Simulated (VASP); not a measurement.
## Sb: single point with PBE

Sb:

```xyz
2
Lattice="2.1928 1.2660 3.8174 -2.1928 1.2660 3.8174 0.0000 -2.5320 3.8174" Properties=species:S:1:pos:R:3 pbc="T T T"
Sb    0.0000    0.0000    2.6757
Sb    0.0000    0.0000    8.7766
```

This cell differs from its parent crystal: volume scaled by 1.06.

```yaml
Program: VASP 6.6.1
Task: single point
Functional: PBE
Potentials_or_basis: VASP PAW PBE potentials, release 64 (Sb)
Cutoff: 520 eV
k_mesh: 9 × 9 × 9
Occupations: fermi-dirac, width 0.05 eV
Spin: no spin polarisation
Dipole_correction: no
Further_INCAR_settings: ALGO = Normal; EDIFF = 1e-07; NBANDS = 12
```

The pressure is -0.2 GPa, the largest force is 0.053 eV/Å and the band gap on the k mesh is 0.17 eV, indirect (least direct gap 0.50 eV).

Forces on the atoms (eV/Å):
```
Sb   0.000  0.000 -0.053
Sb   0.000  0.000  0.053
```

Stress tensor (GPa, compression positive):
```
-0.19  0.00  0.00
 0.00 -0.19  0.00
 0.00  0.00 -0.10
```

Levels at points of the mesh, in eV from the valence-band top:
```csv
k point,band 1,band 2,band 3,band 4,band 5,band 6,band 7,band 8,band 9,band 10
"(0.00, 0.00, 0.00)",-12.17,-4.90,-1.77,-1.55,-1.55,2.20,2.77,2.77,5.28,5.28
```

Wall time 32 s on 1 thread of AMD EPYC 9R45 96-Core Processor (Zen 5), on a shared host, peak memory 0.2 GiB.

Caveat: spin-orbit coupling is left out, which moves the levels of the heavy elements. A k mesh can miss the band edges.
